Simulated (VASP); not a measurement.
# InCuO (P4/mmm) in VASP: single point with PBE

Aim: the single point of InCuO with PBE.

All numbers are computed with VASP 6.6.1; they aren't measurements. Logs are shortened: lines on timing, memory, paths and dates and some standing lists are left out, and cuts for length are marked.

### 1 The cell of the first run

Symmetry: P4/mmm, No. 123, tetragonal system. Conventional cell: a = 2.899 Å, b = 2.899 Å, c = 6.398 Å, α = 90.00°, β = 90.00°, γ = 90.00°. In (site symmetry 4/mmm) has 4 In at 2.90 Å and 2 O at 3.20 Å and 8 Cu at 3.80 Å within 3.8 Å. Within 2.7 Å of Cu (site symmetry 4/mmm) lie 4 O at 2.05 Å. O (site symmetry 4/mmm) has 4 Cu at 2.05 Å within 2.7 Å.

The cell was generated, and may not be a known phase.

### 2 Single point, PBE, collinear spin

The input, INCAR:

```
SYSTEM = InCuO
PREC = Accurate
ENCUT = 820
EDIFF = 1E-6
ISMEAR = 0
SIGMA = 0.1
LREAL = .False.
LASPH = .True.
NELM = 200
ALGO = Normal
ISIF = 2
LWAVE = .False.
LCHARG = .False.
ISPIN = 2
MAGMOM = 0 1 0
LORBIT = 11
LMAXMIX = 4
GGA = PE
NBANDS = 30
GGA_COMPAT = .False.
```

The input, KPOINTS:

```
Automatic mesh
0
Gamma
  6 6 4
  0 0 0
```

The input, POSCAR:

```
InCuO
1.0
    2.8988046700      0.0000000000      0.0000000000
    0.0000000000      2.8988046700      0.0000000000
    0.0000000000      0.0000000000      6.3977640500
In Cu O
1 1 1
Direct
    0.0000000000      0.0000000000      0.0000000000
    0.5000000000      0.5000000000      0.5000000000
    0.0000000000      0.0000000000      0.5000000000
```

Potentials or basis: VASP PAW PBE potentials, release 64 (In_d, Cu_sv_GW, O).

On the command line:

```console
$ cat potpaw_PBE.64/In_d/POTCAR potpaw_PBE.64/Cu_sv_GW/POTCAR potpaw_PBE.64/O/POTCAR > POTCAR
$ mpirun -np 1 vasp_std > vasp.out
```

OUTCAR:

```text
SYSTEM = InCuO
   PREC = Accurate
   ENCUT = 820
   EDIFF = 1E-6
   ISMEAR = 0
   LREAL = .False.
   LASPH = .True.
   NELM = 200
   ISIF = 2
   ISPIN = 2
   LORBIT = 11
   GGA = PE

 ion  position               nearest neighbor table
   1  0.000  0.000  0.000-
   2  0.500  0.500  0.500-   3 2.05   3 2.05   3 2.05   3 2.05
   3  0.000  0.000  0.500-   2 2.05   2 2.05   2 2.05   2 2.05

  LATTYP: Found a simple tetragonal cell.
 ALAT       =     2.8988046700
 C/A-ratio  =     2.2070352364

  Lattice vectors:

 A1 = (   2.8988046700,   0.0000000000,   0.0000000000)
 A2 = (   0.0000000000,   2.8988046700,   0.0000000000)
 A3 = (   0.0000000000,   0.0000000000,   6.3977640500)

Analysis of symmetry for initial positions (statically):
=====================================================================
 Subroutine PRICEL returns:
 Original cell was already a primitive cell.

 Routine SETGRP: Setting up the symmetry group for a
 simple tetragonal supercell.

 Subroutine GETGRP returns: Found 16 space group operations
 (whereof 16 operations were pure point group operations)
 out of a pool of 16 trial point group operations.

The static configuration has the point symmetry D_4h.

Analysis of symmetry for dynamics (positions and initial velocities):
=====================================================================
 Subroutine PRICEL returns:
 Original cell was already a primitive cell.

 Routine SETGRP: Setting up the symmetry group for a
 simple tetragonal supercell.

 Subroutine GETGRP returns: Found 16 space group operations
 (whereof 16 operations were pure point group operations)
 out of a pool of 16 trial point group operations.

The dynamic configuration has the point symmetry D_4h.

Analysis of structural, dynamic, and magnetic symmetry:
=====================================================================
 Subroutine PRICEL returns:
 Original cell was already a primitive cell.

 Routine SETGRP: Setting up the symmetry group for a
 simple tetragonal supercell.

 Subroutine GETGRP returns: Found 16 space group operations
 (whereof 16 operations were pure point group operations)
 out of a pool of 16 trial point group operations.

The overall configuration has the point symmetry D_4h.

 Subroutine INISYM returns: Found 16 space group operations
 (whereof 16 operations are pure point group operations),
 and found     1 'primitive' translations

----------------------------------------------------------------------------------------

                                     Primitive cell

  volume of cell :      53.7608

  direct lattice vectors                    reciprocal lattice vectors
     2.898804670  0.000000000  0.000000000     0.344969777  0.000000000  0.000000000
     0.000000000  2.898804670  0.000000000     0.000000000  0.344969777  0.000000000
     0.000000000  0.000000000  6.397764050     0.000000000  0.000000000  0.156304608

  length of vectors
     2.898804670  2.898804670  6.397764050     0.344969777  0.344969777  0.156304608

  position of ions in fractional coordinates (direct lattice)
     0.000000000  0.000000000  0.000000000
     0.500000000  0.500000000  0.500000000
     0.000000000  0.000000000  0.500000000

  ion indices of the primitive-cell ions
   primitive index   ion index
                 1           1
                 2           2
                 3           3

----------------------------------------------------------------------------------------

 KPOINTS: Automatic mesh

Automatic generation of k-mesh.
 Grid dimensions read from file:
 generate k-points for:    6    6    4

 Generating k-lattice:

  Cartesian coordinates                     Fractional coordinates (reciprocal lattice)
     0.057494963  0.000000000  0.000000000     0.166666667  0.000000000  0.000000000
     0.000000000  0.057494963  0.000000000     0.000000000  0.166666667  0.000000000
     0.000000000  0.000000000  0.039076152     0.000000000  0.000000000  0.250000000

  Length of vectors
     0.057494963  0.057494963  0.039076152

  Shift w.r.t. Gamma in fractional coordinates (k-lattice)
     0.000000000  0.000000000  0.000000000

 Subroutine IBZKPT returns following result:
 ===========================================

 Found     30 irreducible k-points:

 Following reciprocal coordinates:
            Coordinates               Weight
  0.000000  0.000000  0.000000      1.000000
  0.166667  0.000000  0.000000      4.000000
  0.333333  0.000000  0.000000      4.000000
  0.500000  0.000000  0.000000      2.000000
  0.166667  0.166667  0.000000      4.000000
  0.333333  0.166667  0.000000      8.000000
[... 16 lines left out ...]
  0.333333  0.000000  0.500000      4.000000
  0.500000  0.000000  0.500000      2.000000
 [... further k-points ...]
   k-points           NKPTS =     30   k-points in BZ     NKDIM =     30   number of bands    NBANDS=     30
   number of dos      NEDOS =    301   number of ions     NIONS =      3
   total plane-waves  NPLWV =  47040
   dimension x,y,z NGX =    28 NGY =   28 NGZ =   60
   dimension x,y,z NGXF=    56 NGYF=   56 NGZF=  120
   ions per type =               1   1   1
   NGX,Y,Z   is equivalent  to a cutoff of  16.06, 16.06, 15.59 a.u.
   NGXF,Y,Z  is equivalent  to a cutoff of  32.12, 32.12, 31.18 a.u.
 SYSTEM =  InCuO
   PREC   = accura    normal or accurate (medium, high low for compatibility)
   ISTART =      0    job   : 0-new  1-cont  2-samecut
   ICHARG =      2    charge: 1-file 2-atom 10-const
   ISPIN  =      2    spin polarized calculation?
   LNONCOLLINEAR =      F non collinear calculations
   LSORBIT =      F    spin-orbit coupling
   LASPH  =      T    aspherical Exc in radial PAW
   ENCUT  =  820.0 eV  60.27 Ry    7.76 a.u.   6.77  6.77 14.94*2*pi/ulx,y,z
   NELM   =    200;   NELMIN=  2; NELMDL= -5     # of ELM steps
   EDIFF  = 0.1E-05   stopping-criterion for ELM
   LREAL  =      F    real-space projection
[... 7 lines left out ...]
   TEBEG  =    0.0;   TEEND  =   0.0 temperature during run
   PSTRESS=    0.0 pullay stress
   NELECT =      38.0000    total number of electrons
   NUPDOWN=      -1.0000    fix difference up-down
   EMIN   =  10.00;   EMAX   =-10.00  energy-range for DOS
   EFERMI =   0.00;   METHOD = LEGACY
   ISMEAR =     0;   SIGMA  =   0.10  broadening in eV -4-tet -1-fermi 0-gaus
   EFERMI_NEDOS =   21; number of points for ismear=-14 and -15
   IALGO  =     38    algorithm
   IMIX   =      4    mixing-type and parameters
     AMIX     =   0.40;   BMIX     =  1.00
     AMIX_MAG =   1.60;   BMIX_MAG =  1.00
  volume/ion in A,a.u.               =      17.92       120.93
  Fermi-wavevector in a.u.,A,eV,Ry     =   1.458301  2.755790 28.934738  2.126643
  Thomas-Fermi vector in A             =   2.575002
   LORBIT       =     11    0 simple, 1 ext, 2 COOP (PROOUT), +10 PAW based schemes
   GGA     = PE    functional components
   LHFCALC =     F    Hartree Fock is set to
   AEXX    =    0.0000 exact exchange contribution
   IVDW    =     0    specifies the selected vdW correction
   LEPSILON=     F    determine dielectric tensor
   LRPA    =     F    only Hartree local field effects (RPA)
 spin polarized calculation
 Gauss-broadening in eV      SIGMA  =   0.10
  energy-cutoff  :      820.00
  volume of cell :       53.76
 maximum number of plane-waves:      2920
 NGX is ok and might be reduce to    28
   NGX = 13   NGY = 13   NGZ = 29

 number of electron      38.0000001 magnetization      -0.0003781

 number of electron      38.0000001 magnetization       0.0008320

 Free energy of the ion-electron system (eV)
  ---------------------------------------------------
  ext. energy  EPLUGINS =         0.00000000
  ---------------------------------------------------
  free energy    TOTEN  =       -12.09513468 eV

  energy without entropy =      -12.09017234  energy(sigma->0) =      -12.09265351

 E-fermi :   5.3205     XC(G=0): -10.2685

 val. band max:        5.2678539290   @ k =   0.3333   0.1667   0.0000
 cond. band min:       5.4938543482   @ k =   0.1667   0.0000   0.2500
 fundamental gap:      0.2260004192
 Fermi energy:         5.3205094968

 spin component 1

 k-point     1 :       0.0000    0.0000    0.0000
  band No.  band energies     occupation
      1    -106.6475      1.00000
      2     -64.0754      1.00000
      3     -64.0754      1.00000
      4     -63.9470      1.00000
      5     -13.2276      1.00000
      6     -10.4014      1.00000
[... 22 lines left out ...]
     29      20.9295      0.00000
     30      21.9646      0.00000

 k-point     2 :       0.1667    0.0000    0.0000
  band No.  band energies     occupation
      1    -106.6473      1.00000
      2     -64.0786      1.00000
      3     -64.0750      1.00000
      4     -63.9467      1.00000
      5     -13.0665      1.00000
      6     -10.2900      1.00000
[... 22 lines left out ...]
     29      21.5855      0.00000
     30      22.5904      0.00000

 k-point     3 :       0.3333    0.0000    0.0000
  band No.  band energies     occupation
      1    -106.6469      1.00000
      2     -64.0848      1.00000
      3     -64.0744      1.00000
      4     -63.9462      1.00000
      5     -12.7165      1.00000
      6     -10.1800      1.00000
[... 22 lines left out ...]
     29      21.7506      0.00000
     30      22.4245      0.00000

 k-point     4 :       0.5000    0.0000    0.0000
  band No.  band energies     occupation
      1    -106.6466      1.00000
      2     -64.0878      1.00000
      3     -64.0741      1.00000
      4     -63.9458      1.00000
      5     -12.5246      1.00000
      6     -10.1486      1.00000
[... 616 lines left out ...]
     29      21.5864      0.00000
     30      21.7939      0.00000

 k-point    23 :       0.3333    0.0000    0.5000
  band No.  band energies     occupation
      1    -106.6469      1.00000
      2     -64.0849      1.00000
      3     -64.0746      1.00000
      4     -63.9462      1.00000
      5     -12.7115      1.00000
      6     -10.1814      1.00000
[... 22 lines left out ...]
     29      21.1441      0.00000
     30      22.0569      0.00000

 k-point    24 :       0.5000    0.0000    0.5000
  band No.  band energies     occupation
      1    -106.6467      1.00000
      2     -64.0879      1.00000
      3     -64.0742      1.00000
      4     -63.9461      1.00000
      5     -12.5195      1.00000
      6     -10.1504      1.00000
[... 22 lines left out ...]
     29      20.7275      0.00000
     30      22.7060      0.00000

 [... further k-points ...]

 spin component 2

 k-point     1 :       0.0000    0.0000    0.0000
  band No.  band energies     occupation
      1    -106.6469      1.00000
      2     -64.0746      1.00000
      3     -64.0746      1.00000
      4     -63.9471      1.00000
      5     -13.2274      1.00000
      6     -10.4014      1.00000
[... 22 lines left out ...]
     29      20.9300      0.00000
     30      21.9370      0.00000

 k-point     2 :       0.1667    0.0000    0.0000
  band No.  band energies     occupation
      1    -106.6467      1.00000
      2     -64.0777      1.00000
      3     -64.0742      1.00000
      4     -63.9467      1.00000
      5     -13.0663      1.00000
      6     -10.2900      1.00000
[... 22 lines left out ...]
     29      21.5857      0.00000
     30      22.5887      0.00000

 k-point     3 :       0.3333    0.0000    0.0000
  band No.  band energies     occupation
      1    -106.6463      1.00000
      2     -64.0839      1.00000
      3     -64.0736      1.00000
      4     -63.9462      1.00000
      5     -12.7163      1.00000
      6     -10.1801      1.00000
[... 22 lines left out ...]
     29      21.7510      0.00000
     30      22.4183      0.00000

 k-point     4 :       0.5000    0.0000    0.0000
  band No.  band energies     occupation
      1    -106.6460      1.00000
      2     -64.0869      1.00000
      3     -64.0733      1.00000
      4     -63.9458      1.00000
      5     -12.5244      1.00000
      6     -10.1487      1.00000
[... 616 lines left out ...]
     29      21.5868      0.00000
     30      21.7941      0.00000

 k-point    23 :       0.3333    0.0000    0.5000
  band No.  band energies     occupation
      1    -106.6464      1.00000
      2     -64.0840      1.00000
      3     -64.0737      1.00000
      4     -63.9463      1.00000
      5     -12.7113      1.00000
      6     -10.1814      1.00000
[... 22 lines left out ...]
     29      21.1445      0.00000
     30      22.0571      0.00000

 k-point    24 :       0.5000    0.0000    0.5000
  band No.  band energies     occupation
      1    -106.6462      1.00000
      2     -64.0871      1.00000
      3     -64.0733      1.00000
      4     -63.9461      1.00000
      5     -12.5193      1.00000
      6     -10.1504      1.00000
[... 22 lines left out ...]
     29      20.7278      0.00000
     30      22.6974      0.00000

 [... further k-points ...]
[... 5 lines left out ...]
  --------------------------------------------------------------------------------------
  -------------------------------------------------------------------------------------
  Total       -0.6449941     -0.6449941     -2.2642115      0.0000000      0.0000000      0.0000000
  in kB      -19.2220734    -19.2220734    -67.4778839      0.0000000      0.0000000      0.0000000
  external PRESSURE =     -35.3073436 kB  Pullay stress =       0.0000000 kB

 VOLUME and BASIS-vectors are now :
 -----------------------------------------------------------------------------
  energy-cutoff  :      820.00
  volume of cell :       53.76
      direct lattice vectors                 reciprocal lattice vectors
     2.898804670  0.000000000  0.000000000     0.344969777  0.000000000  0.000000000
     0.000000000  2.898804670  0.000000000     0.000000000  0.344969777  0.000000000
     0.000000000  0.000000000  6.397764050     0.000000000  0.000000000  0.156304608

 POSITION                                       TOTAL-FORCE (eV/Angst)
 -----------------------------------------------------------------------------------
      0.00000      0.00000      0.00000         0.000000      0.000000      0.000000
      1.44940      1.44940      3.19888         0.000000      0.000000      0.000000
      0.00000      0.00000      3.19888         0.000000      0.000000      0.000000
 -----------------------------------------------------------------------------------
    total drift:                                0.000000      0.000000      0.000000

  FREE ENERGIE OF THE ION-ELECTRON SYSTEM (eV)
  ---------------------------------------------------
  free  energy   TOTEN  =       -12.0951346803 eV

  energy  without entropy=      -12.0901723422  energy(sigma->0) =      -12.09265351

 total charge

# of ion       s       p       d       f       tot
--------------------------------------------------
    1        1.000   0.513   9.845   0.000  11.358
    2        2.215   6.263   8.910   0.008  17.396
    3        1.571   3.323   0.000   0.000   4.895
--------------------------------------------------
tot          4.786  10.100  18.755   0.008  33.649

 magnetization (x)

# of ion       s       p       d       f       tot
--------------------------------------------------
    1        0.000  -0.000   0.000   0.000  -0.000
    2        0.000   0.000   0.000   0.000   0.000
    3        0.000   0.000   0.000   0.000   0.000
--------------------------------------------------
tot          0.000   0.000   0.000   0.000   0.000
```

Run time: 2.3 min. Hardware: 1 thread of AMD EPYC 9R14 (Zen 4), shared host; peak memory 0.33 GiB.

What came out:

- Free energy: -12.0951 eV
- Pressure: -3.5 GPa
- Band gap on the k mesh: zero (filled and empty bands overlap)
- Net moment: 0.00 μB per cell
- Valence electrons inside the program's atomic spheres: In 11.36; Cu 17.40; O 4.89

Caveat: the k points lie up to 0.36 Å⁻¹ apart, too coarse for converged energies and pressures of a metal; spin-orbit coupling is left out, which moves the levels of the heavy elements. With open d or f shells a metallic result of PBE can be an artefact of self-interaction; +U or a hybrid may open a gap.

The gap in the log of VASP goes by the Fermi energy; the results here count the filled bands.